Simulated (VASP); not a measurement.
# Ti3Al (P-6m2) in VASP: a series of runs

The runs below take Ti3Al through single point, with PBE.

All numbers are computed with VASP 6.6.1; they aren't measurements. Logs are shortened: lines on timing, memory, paths and dates and some standing lists are left out, and cuts for length are marked.

**1. The cell of the first run**

The structure is hexagonal, space group P-6m2 (No. 187). The conventional cell has a = 2.887 Å, b = 2.887 Å, c = 10.269 Å, α = 90.00°, β = 90.00°, γ = 120.00°. Within 3.8 Å of Ti (site symmetry -6m2) lie 12 Ti at 2.89 to 3.06 Å. Ti (site symmetry 3m) has 9 Ti at 2.89 to 3.06 Å and 3 Al at 3.06 Å within 3.8 Å. Within 3.8 Å of Al (site symmetry -6m2) lie 6 Al at 2.89 Å and 6 Ti at 3.06 Å.

**2. Single point, PBE (volume 18.528 Å^3 an atom, c/a of the conventional cell 3.5574)**

Input file INCAR:

```
SYSTEM = Ti3Al
PREC     = Accurate       ! precision mode
ENCUT    = 520            ! plane-wave cutoff, eV
EDIFF    = 1E-6           ! SCF threshold, eV
ISMEAR   = 0              ! smearing method
SIGMA    = 0.15           ! smearing width, eV
LREAL    = .False.        ! projectors in reciprocal space
LASPH    = .True.         ! aspherical terms in the spheres
NELM     = 60             ! most SCF steps
ALGO     = Fast           ! electronic algorithm
ISIF     = 2              ! what is computed and relaxed
LWAVE    = .False.        ! write WAVECAR
LCHARG   = .False.        ! write CHGCAR
GGA      = PE             ! functional
NBANDS   = 28             ! bands
```

Input file KPOINTS:

```
Automatic mesh
0
Gamma
  18 18 6
  0 0 0
```

Input file POSCAR:

```
Ti3Al
1.0
    2.8867448541      0.0000000000      0.0000000000
   -1.4433724271      2.4999943779      0.0000000000
    0.0000000000      0.0000000000     10.2693061440
Ti Al
3 1
Direct
    0.6666666667      0.3333333333      0.0000000000
    0.3333333333      0.6666666667      0.7504575700
    0.3333333333      0.6666666667      0.2495424300
    0.6666666667      0.3333333333      0.5000000000
```

Potentials or basis: VASP PAW PBE potentials, release 64 (Ti_sv, Al).

Run with:

```bash
> cat potpaw_PBE.64/Ti_sv/POTCAR potpaw_PBE.64/Al/POTCAR > POTCAR
> mpirun -np 1 vasp_std > vasp.out
```

OUTCAR:

```text
SYSTEM = Ti3Al
   PREC = Accurate
   ENCUT = 520
   EDIFF = 1E-6
   ISMEAR = 0
   LREAL = .False.
   LASPH = .True.
   NELM = 60
   ISIF = 2
   GGA = PE

 ion  position               nearest neighbor table
   1  0.667  0.333  0.000-
   2  0.333  0.667  0.750-   4 3.06   4 3.06   4 3.06
   3  0.333  0.667  0.250-   4 3.06   4 3.06   4 3.06
   4  0.667  0.333  0.500-   2 3.06   3 3.06   2 3.06   3 3.06   2 3.06   3 3.06

  LATTYP: Found a hexagonal cell.
 ALAT       =     2.8867448541
 C/A-ratio  =     3.5574000000

  Lattice vectors:

 A1 = (   2.8867448541,   0.0000000000,   0.0000000000)
 A2 = (  -1.4433724271,   2.4999943779,   0.0000000000)
 A3 = (   0.0000000000,   0.0000000000,  10.2693061440)

Analysis of symmetry for initial positions (statically):
=====================================================================
 Subroutine PRICEL returns:
 Original cell was already a primitive cell.

 Routine SETGRP: Setting up the symmetry group for a
 hexagonal supercell.

 Subroutine GETGRP returns: Found 12 space group operations
 (whereof 12 operations were pure point group operations)
 out of a pool of 24 trial point group operations.

The static configuration has the point symmetry D_3h.

Analysis of symmetry for dynamics (positions and initial velocities):
=====================================================================
 Subroutine PRICEL returns:
 Original cell was already a primitive cell.

 Routine SETGRP: Setting up the symmetry group for a
 hexagonal supercell.

 Subroutine GETGRP returns: Found 12 space group operations
 (whereof 12 operations were pure point group operations)
 out of a pool of 24 trial point group operations.

The dynamic configuration has the point symmetry D_3h.

 Subroutine INISYM returns: Found 12 space group operations
 (whereof 12 operations are pure point group operations),
 and found     1 'primitive' translations

----------------------------------------------------------------------------------------

                                     Primitive cell

  volume of cell :      74.1120

  direct lattice vectors                    reciprocal lattice vectors
     2.886744854  0.000000000  0.000000000     0.346410941  0.200000450  0.000000000
    -1.443372427  2.499994378  0.000000000     0.000000000  0.400000900  0.000000000
     0.000000000  0.000000000 10.269306144     0.000000000  0.000000000  0.097377562

  length of vectors
     2.886744854  2.886744854 10.269306144     0.400000900  0.400000900  0.097377562

  position of ions in fractional coordinates (direct lattice)
     0.666666667  0.333333333  0.000000000
     0.333333333  0.666666667  0.750457570
     0.333333333  0.666666667  0.249542430
     0.666666667  0.333333333  0.500000000

  ion indices of the primitive-cell ions
   primitive index   ion index
                 1           1
                 2           2
                 3           3
                 4           4

----------------------------------------------------------------------------------------

 KPOINTS: Automatic mesh

Automatic generation of k-mesh.
 Grid dimensions read from file:
 generate k-points for:   18   18    6

 Generating k-lattice:

  Cartesian coordinates                     Fractional coordinates (reciprocal lattice)
     0.019245052  0.011111136  0.000000000     0.055555556  0.000000000  0.000000000
     0.000000000  0.022222272  0.000000000     0.000000000  0.055555556  0.000000000
     0.000000000  0.000000000  0.016229594     0.000000000  0.000000000  0.166666667

  Length of vectors
     0.022222272  0.022222272  0.016229594

  Shift w.r.t. Gamma in fractional coordinates (k-lattice)
     0.000000000  0.000000000  0.000000000

 Subroutine IBZKPT returns following result:
 ===========================================

 Found    148 irreducible k-points:

 Following reciprocal coordinates:
            Coordinates               Weight
  0.000000  0.000000  0.000000      1.000000
  0.055556 -0.000000  0.000000      6.000000
  0.111111 -0.000000  0.000000      6.000000
  0.166667 -0.000000  0.000000      6.000000
  0.222222  0.000000  0.000000      6.000000
  0.277778  0.000000  0.000000      6.000000
[... 16 lines left out ...]
  0.333333  0.111111  0.000000     12.000000
  0.388889  0.111111  0.000000     12.000000
 [... further k-points ...]
   k-points           NKPTS =    148   k-points in BZ     NKDIM =    148   number of bands    NBANDS=     28
   number of dos      NEDOS =    301   number of ions     NIONS =      4
   total plane-waves  NPLWV =  46080
   dimension x,y,z NGX =    24 NGY =   24 NGZ =   80
   dimension x,y,z NGXF=    48 NGYF=   48 NGZF=  160
   ions per type =               3   1
   NGX,Y,Z   is equivalent  to a cutoff of  13.82, 13.82, 12.95 a.u.
   NGXF,Y,Z  is equivalent  to a cutoff of  27.64, 27.64, 25.90 a.u.
 SYSTEM =  Ti3Al
   PREC   = accura    normal or accurate (medium, high low for compatibility)
   ISTART =      0    job   : 0-new  1-cont  2-samecut
   ICHARG =      2    charge: 1-file 2-atom 10-const
   ISPIN  =      1    spin polarized calculation?
   LNONCOLLINEAR =      F non collinear calculations
   LSORBIT =      F    spin-orbit coupling
   LASPH  =      T    aspherical Exc in radial PAW
   ENCUT  =  520.0 eV  38.22 Ry    6.18 a.u.   5.37  5.37 19.09*2*pi/ulx,y,z
   NELM   =     60;   NELMIN=  2; NELMDL= -5     # of ELM steps
   EDIFF  = 0.1E-05   stopping-criterion for ELM
   LREAL  =      F    real-space projection
   EDIFFG = 0.1E-04   stopping-criterion for IOM
   NSW    =      0    number of steps for IOM
   IBRION =     -1    ionic relax: 0-MD 1-quasi-New 2-CG
   NFREE  =      0    steps in history (QN), initial steepest desc. (CG)
   ISIF   =      2    stress and relaxation
   ISYM   =      2    0-nonsym 1-usesym 2-fastsym
   POTIM  = 0.5000    time-step for ionic-motion
   TEBEG  =    0.0;   TEEND  =   0.0 temperature during run
   PSTRESS=    0.0 pullay stress
   NELECT =      39.0000    total number of electrons
   NUPDOWN=      -1.0000    fix difference up-down
   EMIN   =  10.00;   EMAX   =-10.00  energy-range for DOS
   EFERMI =   0.00;   METHOD = LEGACY
   ISMEAR =     0;   SIGMA  =   0.15  broadening in eV -4-tet -1-fermi 0-gaus
   EFERMI_NEDOS =   21; number of points for ismear=-14 and -15
   IALGO  =     68    algorithm
   IMIX   =      4    mixing-type and parameters
     AMIX     =   0.40;   BMIX     =  1.00
     AMIX_MAG =   1.60;   BMIX_MAG =  1.00
  volume/ion in A,a.u.               =      18.53       125.03
  Fermi-wavevector in a.u.,A,eV,Ry     =   1.321702  2.497654 23.767963  1.746896
  Thomas-Fermi vector in A             =   2.451437
   LORBIT       =      0    0 simple, 1 ext, 2 COOP (PROOUT), +10 PAW based schemes
   GGA     = PE    functional components
   LHFCALC =     F    Hartree Fock is set to
   AEXX    =    0.0000 exact exchange contribution
   IVDW    =     0    specifies the selected vdW correction
   LEPSILON=     F    determine dielectric tensor
   LRPA    =     F    only Hartree local field effects (RPA)
 non-spin polarized calculation
 RMM-DIIS sequential band-by-band and
 Gauss-broadening in eV      SIGMA  =   0.15
  energy-cutoff  :      520.00
  volume of cell :       74.11
 maximum number of plane-waves:      2054
 NGX is ok and might be reduce to    24
   NGX = 11   NGY = 11   NGZ = 39

 number of electron      39.0000002 magnetization

 Free energy of the ion-electron system (eV)
  ---------------------------------------------------
  ext. energy  EPLUGINS =         0.00000000
  ---------------------------------------------------
  free energy    TOTEN  =       -27.37561875 eV

  energy without entropy =      -27.31642396  energy(sigma->0) =      -27.34602136

 E-fermi :   7.2605     XC(G=0): -10.8365

 val. band max:        7.2586924844   @ k =   0.2778   0.1111   0.0000
 cond. band min:       7.2615786785   @ k =   0.1667   0.1667   0.3333
 fundamental gap:      0.0028861941
 Fermi energy:         7.2604976782

 k-point     1 :       0.0000    0.0000    0.0000
  band No.  band energies     occupation
      1     -49.5850      2.00000
      2     -49.5580      2.00000
      3     -49.5381      2.00000
      4     -25.9972      2.00000
      5     -25.8510      2.00000
      6     -25.6894      2.00000
[... 20 lines left out ...]
     27       9.5469      0.00000
     28      10.5135      0.00000

 k-point     2 :       0.0556   -0.0000    0.0000
  band No.  band energies     occupation
      1     -49.5821      2.00000
      2     -49.5555      2.00000
      3     -49.5358      2.00000
      4     -25.9928      2.00000
      5     -25.8491      2.00000
      6     -25.6896      2.00000
[... 20 lines left out ...]
     27       9.5129      0.00000
     28       9.7774      0.00000

 k-point     3 :       0.1111   -0.0000    0.0000
  band No.  band energies     occupation
      1     -49.5737      2.00000
      2     -49.5480      2.00000
      3     -49.5293      2.00000
      4     -25.9802      2.00000
      5     -25.8439      2.00000
      6     -25.6909      2.00000
[... 20 lines left out ...]
     27       9.4245      0.00000
     28       9.5110      0.00000

 k-point     4 :       0.1667   -0.0000    0.0000
  band No.  band energies     occupation
      1     -49.5608      2.00000
      2     -49.5366      2.00000
      3     -49.5193      2.00000
      4     -25.9606      2.00000
      5     -25.8376      2.00000
      6     -25.6968      2.00000
[... 578 lines left out ...]
     27       9.8569      0.00000
     28       9.9953      0.00000

 k-point    23 :       0.3333    0.1111    0.0000
  band No.  band energies     occupation
      1     -49.4927      2.00000
      2     -49.4787      2.00000
      3     -49.4719      2.00000
      4     -25.9725      2.00000
      5     -25.9570      2.00000
      6     -25.9220      2.00000
[... 20 lines left out ...]
     27       9.8234      0.00000
     28       9.8475      0.00000

 k-point    24 :       0.3889    0.1111    0.0000
  band No.  band energies     occupation
      1     -49.4835      2.00000
      2     -49.4716      2.00000
      3     -49.4668      2.00000
      4     -26.0101      2.00000
      5     -25.9905      2.00000
      6     -25.9583      2.00000
[... 20 lines left out ...]
     27       9.8513      0.00000
     28      10.1490      0.00000

 [... further k-points ...]
[... 5 lines left out ...]
  --------------------------------------------------------------------------------------
  -------------------------------------------------------------------------------------
  Total       -1.2460395     -1.2460395     -7.4669997      0.0000000     -0.0000000     -0.0000000
  in kB      -26.9372882    -26.9372882   -161.4240293      0.0000000     -0.0000000     -0.0000000
  external PRESSURE =     -71.7662019 kB  Pullay stress =       0.0000000 kB

 VOLUME and BASIS-vectors are now :
 -----------------------------------------------------------------------------
  energy-cutoff  :      520.00
  volume of cell :       74.11
      direct lattice vectors                 reciprocal lattice vectors
     2.886744854  0.000000000  0.000000000     0.346410941  0.200000450  0.000000000
    -1.443372427  2.499994378  0.000000000     0.000000000  0.400000900  0.000000000
     0.000000000  0.000000000 10.269306144     0.000000000  0.000000000  0.097377562

 POSITION                                       TOTAL-FORCE (eV/Angst)
 -----------------------------------------------------------------------------------
      1.44337      0.83333      0.00000        -0.000000      0.000000      0.000000
     -0.00000      1.66666      7.70668         0.000000     -0.000000     -0.190907
     -0.00000      1.66666      2.56263         0.000000     -0.000000      0.190907
      1.44337      0.83333      5.13465         0.000000     -0.000000      0.000000
 -----------------------------------------------------------------------------------
    total drift:                                0.000000     -0.000000      0.000000

  FREE ENERGIE OF THE ION-ELECTRON SYSTEM (eV)
  ---------------------------------------------------
  free  energy   TOTEN  =       -27.3756187546 eV

  energy  without entropy=      -27.3164239579  energy(sigma->0) =      -27.34602136
```

Run time: 12 min. Hardware: 1 thread of AMD EPYC 9R45 (Zen 5), shared host; peak memory 0.36 GiB.

Results:

| Item | Value |
| --- | --- |
| Free energy | -27.3756 eV |
| Pressure | -7.2 GPa |
| Largest force | 0.191 eV/Å |

Forces in eV/Å, atoms in the order of the input:
```
Ti   0.000  0.000  0.000
Ti   0.000  0.000 -0.191
Ti   0.000  0.000  0.191
Al   0.000  0.000  0.000
```

Stress tensor (GPa, compression positive):
```
 -2.69   0.00   0.00
  0.00  -2.69   0.00
  0.00   0.00 -16.14
```

Caveat: the cell differs from its parent crystal (volume 18.528 Å^3 an atom, c/a of the conventional cell 3.5574).

**3. Single point, PBE**

This run uses another cell than the first one, of 17.16 Å³/atom, 0.926 times its volume.

Input file INCAR:

```
PREC = Accurate
ENCUT = 520
EDIFF = 1E-7
ISMEAR = 0
SIGMA = 0.15
LREAL = False
LASPH = True
NELM = 80
ALGO = Normal
ISIF = 2
LWAVE = False
LCHARG = True
GGA = PE
LELF = True
LVHAR = True
NBANDS = 28
```

Input file KPOINTS:

```
Automatic mesh
0
Gamma
  18 18 6
```

Input file POSCAR:

```
Ti3Al
1.0
    2.9297375378      0.0000000000      0.0000000000
   -1.4648687689      2.5372271341      0.0000000000
    0.0000000000      0.0000000000      9.2315308735
Ti Al
3 1
Direct
    0.6666666667      0.3333333333      0.0000000000
    0.3333333333      0.6666666667      0.7504575700
    0.3333333333      0.6666666667      0.2495424300
    0.6666666667      0.3333333333      0.5000000000
```

Potentials or basis: VASP PAW PBE potentials, release 64 (Ti_sv, Al).

Run with:

```bash
> cat potpaw_PBE.64/Ti_sv/POTCAR potpaw_PBE.64/Al/POTCAR > POTCAR
> mpirun -np 1 vasp_std > vasp.out
```

OUTCAR:

```text
PREC = Accurate
   ENCUT = 520
   EDIFF = 1E-7
   ISMEAR = 0
   LREAL = False
   LASPH = True
   NELM = 80
   ISIF = 2
   GGA = PE

 ion  position               nearest neighbor table
   1  0.667  0.333  0.000-   2 2.86   3 2.86   2 2.86   3 2.86   2 2.86   3 2.86
   2  0.333  0.667  0.750-   1 2.86   1 2.86   1 2.86   4 2.86   4 2.86   4 2.86
   3  0.333  0.667  0.250-   1 2.86   1 2.86   1 2.86   4 2.86   4 2.86   4 2.86
   4  0.667  0.333  0.500-   2 2.86   3 2.86   2 2.86   3 2.86   2 2.86   3 2.86

  LATTYP: Found a hexagonal cell.
 ALAT       =     2.9297375378
 C/A-ratio  =     3.1509753875

  Lattice vectors:

 A1 = (   2.9297375378,   0.0000000000,   0.0000000000)
 A2 = (  -1.4648687689,   2.5372271341,   0.0000000000)
 A3 = (   0.0000000000,   0.0000000000,   9.2315308735)

Analysis of symmetry for initial positions (statically):
=====================================================================
 Subroutine PRICEL returns:
 Original cell was already a primitive cell.

 Routine SETGRP: Setting up the symmetry group for a
[... 167 lines left out ...]
  ext. energy  EPLUGINS =         0.00000000
  ---------------------------------------------------
  free energy    TOTEN  =       -27.79134720 eV

  energy without entropy =      -27.74815621  energy(sigma->0) =      -27.76975170

 E-fermi :   7.9649     XC(G=0): -11.1852

 val. band max:        7.9604008913   @ k =   0.2222   0.0000   0.3333
 cond. band min:       7.9696216832   @ k =   0.2222   0.0000   0.5000
 fundamental gap:      0.0092207919
 Fermi energy:         7.9648777379

 k-point     1 :       0.0000    0.0000    0.0000
  band No.  band energies     occupation
      1     -48.7700      2.00000
      2     -48.7202      2.00000
      3     -48.6654      2.00000
      4     -25.2824      2.00000
      5     -25.0358      2.00000
      6     -24.7523      2.00000
[... 733 lines left out ...]
     27      10.9210      0.00000
     28      11.2821      0.00000

 [... further k-points ...]
[... 5 lines left out ...]
  --------------------------------------------------------------------------------------
  -------------------------------------------------------------------------------------
  Total       -0.0660205     -0.0660205     -0.0378109      0.0000000      0.0000000     -0.0000000
  in kB       -1.5414445     -1.5414445     -0.8828072      0.0000000      0.0000000     -0.0000000
  external PRESSURE =      -1.3218987 kB  Pullay stress =       0.0000000 kB

 VOLUME and BASIS-vectors are now :
 -----------------------------------------------------------------------------
  energy-cutoff  :      520.00
  volume of cell :       68.62
      direct lattice vectors                 reciprocal lattice vectors
     2.929737538  0.000000000  0.000000000     0.341327504  0.197065526  0.000000000
    -1.464868769  2.537227134  0.000000000     0.000000000  0.394131052  0.000000000
     0.000000000  0.000000000  9.231530874     0.000000000  0.000000000  0.108324395

 POSITION                                       TOTAL-FORCE (eV/Angst)
 -----------------------------------------------------------------------------------
      1.46487      0.84574      0.00000        -0.000000      0.000000      0.000000
     -0.00000      1.69148      6.92787         0.000000      0.000000      0.003410
     -0.00000      1.69148      2.30366         0.000000     -0.000000     -0.003410
      1.46487      0.84574      4.61577         0.000000      0.000000      0.000000
 -----------------------------------------------------------------------------------
    total drift:                                0.000000     -0.000000      0.000000

  FREE ENERGIE OF THE ION-ELECTRON SYSTEM (eV)
  ---------------------------------------------------
  free  energy   TOTEN  =       -27.7913472007 eV

  energy  without entropy=      -27.7481562072  energy(sigma->0) =      -27.76975170
```

OSZICAR:

```text
N       E                     dE             d eps       ncg     rms          rms(c)
DAV:   1     0.468737117797E+03    0.46874E+03   -0.19557E+04  8288   0.162E+03
DAV:   2     0.263114185984E+02   -0.44243E+03   -0.43442E+03  8352   0.496E+02
DAV:   3    -0.257761213733E+02   -0.52088E+02   -0.50856E+02 14384   0.143E+02
DAV:   4    -0.312073041649E+02   -0.54312E+01   -0.53996E+01 12288   0.418E+01
DAV:   5    -0.314683315358E+02   -0.26103E+00   -0.26088E+00 12288   0.810E+00    0.150E+01
DAV:   6    -0.280032590831E+02    0.34651E+01   -0.19473E+01 11644   0.354E+01    0.433E+00
DAV:   7    -0.280386619864E+02   -0.35403E-01   -0.47981E+00 13420   0.153E+01    0.509E+00
DAV:   8    -0.278363353106E+02    0.20233E+00   -0.34618E+00 12436   0.886E+00    0.278E+00
DAV:   9    -0.277802759589E+02    0.56059E-01   -0.34064E-01 12884   0.368E+00    0.143E+00
DAV:  10    -0.277910665080E+02   -0.10791E-01   -0.93405E-02 11052   0.239E+00    0.343E-01
DAV:  11    -0.277910653891E+02    0.11189E-05   -0.24175E-02 12428   0.135E+00    0.186E-01
DAV:  12    -0.277913701681E+02   -0.30478E-03   -0.13866E-03 11040   0.421E-01    0.520E-02
DAV:  13    -0.277913505133E+02    0.19655E-04   -0.32556E-04 12276   0.148E-01    0.412E-02
DAV:  14    -0.277913445195E+02    0.59938E-05   -0.54921E-05 11448   0.553E-02    0.694E-03
DAV:  15    -0.277913472869E+02   -0.27674E-05   -0.44277E-06 12584   0.189E-02    0.585E-03
DAV:  16    -0.277913472007E+02    0.86200E-07   -0.51920E-07  9288   0.606E-03
   1 F= -.27791347E+02 E0= -.27769752E+02  d E =-.431910E-01
```

stdout:

```text
POSCAR found type information on POSCAR TiAl
 POSCAR found :  2 types and       4 ions
 scaLAPACK will be used
 LDA part: xc-table for (Slater+PW92), standard interpolation
 POSCAR, INCAR and KPOINTS ok, starting setup
 FFT: planning ... GRIDC
 FFT: planning ... GRID_SOFT
 FFT: planning ... GRID
 WAVECAR not read
 entering main loop
```

Run time: 3.9 min. Hardware: 1 thread of AMD EPYC 9R45 (Zen 5), shared host; peak memory 0.32 GiB.

What came out:

```
Free energy   : -27.7913 eV
Pressure      : -0.1 GPa
Largest force : 0.003 eV/Å
```

Forces on the atoms (eV/Å):
```
Ti   0.000  0.000  0.000
Ti   0.000  0.000  0.003
Ti   0.000  0.000 -0.003
Al   0.000  0.000  0.000
```

(Part 1 of 2 ends here.)
